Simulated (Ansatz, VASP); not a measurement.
Au in VASP and in Ansatz

INCAR

```
SYSTEM = Au
  PREC = Accurate
  ENCUT = 520
  EDIFF = 1E-6
  ISMEAR = 0
  SIGMA = 0.15
  LREAL = .False.
  LASPH = .True.
  NELM = 60
  ALGO = Fast
  ISIF = 2
  LWAVE = .False.
  LCHARG = .False.
  GGA = PS
  NBANDS = 18
```

The input KPOINTS:

```
regular mesh
0
Gamma
  16 16 12
  0 0 0
```

The input POSCAR:

```
Au
1.0
    0.0000000000     -2.0455000000     -2.0455000000
    0.0000000000      2.0455000000     -2.0455000000
    4.0910000000      0.0000000000      0.0000000000
Au
2
Direct
    0.5000000000      0.5000000000      0.5061109753
    0.0000000000      0.0000000000     -0.0061109753
```

Input for Ansatz:

```yaml
crystal:
  lattice:
    - [0.0, -2.0455, -2.0455]
    - [0.0, 2.0455, -2.0455]
    - [4.091, 0.0, 0.0]
  atoms:
    - { symbol: Au, position: [0.5, 0.5, 0.5061109753] }
    - { symbol: Au, position: [0.0, 0.0, -0.0061109753] }
basis:
  ecutwfc: 420
kpoints:
  mp_grid: { grid: [16, 16, 12] }
hamiltonian:
  xc: pbesol
scf:
  occupations: { method: gaussian, width: 0.15 }
output:
  forces: true
  stress: true
  eigenvalues: true
```

Change from the starting cell: mode 6 (146.6 1/cm) frozen in, largest displacement +0.025 Å.

Alike in both runs: task single point; functional PBEsol; k mesh 16 × 16 × 12; occupations gaussian, width 0.15 eV; no spin polarisation.

```csv
,VASP,Ansatz
version,VASP 6.6.1,Ansatz 0.2.0
potentials or method,"VASP PAW PBE potentials, release 64 (Au), cutoff 520 eV","scalar-relativistic, plane waves, PAW"
valence electrons in the cell,22,38
```

Ansatz gave:

| Quantity | Value |
| --- | --- |
| gap on the k mesh at the Fermi level (eV) | none |
| pressure (GPa) | -0.8 |
| traceless stress, the component that is largest in VASP (GPa) | -0.28 |
| rms of the force components (eV/Å) | 0.225 |

Q: Estimate VASP's values.

A: gap on the k mesh at the Fermi level (eV): none; pressure (GPa): -1.0; traceless stress, the component that is largest in VASP (GPa): -0.29; rms of the force components (eV/Å): 0.224.

VASP's potentials were made for PBE, not for PBEsol. Atom by atom the forces differ by 0.001 eV/Å (rms over components). A gap of «none» marks a metal or a gap that the smearing closes. VASP's potentials hold 22 valence electrons a cell and Ansatz's 38, so a difference there can come from the potentials and not from the codes.

Neither program's run includes spin-orbit coupling.
